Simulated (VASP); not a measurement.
Crystal: BAs3.

```
B As
1.0
     4.05196    0.00000    0.00000
     0.00000    4.05196    0.00000
     0.00000    0.00000    4.01032
B As
1 3
Cartesian
  0.0000 0.0000 0.0000
  0.0000 2.0260 2.0052
  2.0260 0.0000 2.0052
  2.0260 2.0260 0.0000
```

```yaml
Program: VASP 6.6.1
Task: relaxation of cell and atoms
Functional: PBE
Potentials_or_basis: VASP PAW PBE potentials, release 64 (B, As)
Cutoff: 600 eV
k_mesh: 12 × 12 × 12
Occupations: gaussian, width 0.1 eV
Spin: no spin polarisation
```

At the start: pressure 2.0 GPa; volume 16.46 Å³/atom.

Question: How do energy, volume and symmetry change on relaxing?

Answer: Over 17 steps the energy falls by 62.6 meV/atom and the volume is 16.42 Å³/atom (-0.2 %); space group Pm-3m (No. 221, to 0.1 Å) before, P4/mmm (No. 123, to 0.1 Å).

Step by step:
| step | energy change (eV) | largest force (eV/Å) | pressure (GPa) | volume (Å³) |
| --- | --- | --- | --- | --- |
| 1 | 0.0000 | 0.0000 | 2.03 | 65.84 |
| 2 | -0.0102 | 0.0000 | -0.40 | 67.85 |
| 3 | -0.0106 | 0.0000 | -0.02 | 67.53 |
| 4 | -0.0110 | 0.0000 | -0.03 | 67.52 |
| 5 | -0.0124 | 0.0000 | -0.07 | 67.52 |
| 6 | -0.0165 | 0.0000 | -0.13 | 67.50 |
| 7 | -0.0295 | 0.0000 | -0.23 | 67.43 |
| 8 | -0.0692 | 0.0000 | -0.23 | 67.17 |
| 9 | -0.2121 | 0.0000 | 0.02 | 66.14 |
| 10 | 0.0225 | 0.0000 | 7.91 | 61.86 |
| 11 | -0.1822 | 0.0000 | 2.56 | 63.92 |
| 12 | -0.2495 | 0.0000 | 0.56 | 65.27 |
| 13 | -0.2492 | 0.0000 | 0.64 | 65.18 |
| 14 | -0.2494 | 0.0000 | 0.30 | 65.43 |
| 15 | -0.2495 | 0.0000 | 0.42 | 65.34 |
| 16 | -0.2499 | 0.0000 | 0.28 | 65.45 |
| 17 | -0.2502 | 0.0000 | -0.02 | 65.70 |

Final structure:
```xyz
4
Lattice="4.5068 0.0000 0.0000 0.0000 4.5068 0.0000 0.0000 0.0000 3.2345" Properties=species:S:1:pos:R:3 pbc="T T T"
B     0.0000    0.0000    0.0000
As    0.0000    2.2534    1.6173
As    2.2534    0.0000    1.6173
As    2.2534    2.2534    0.0000
```

Caveat: a cell axis changed by over 15 % at a fixed basis, so the end point is rough.
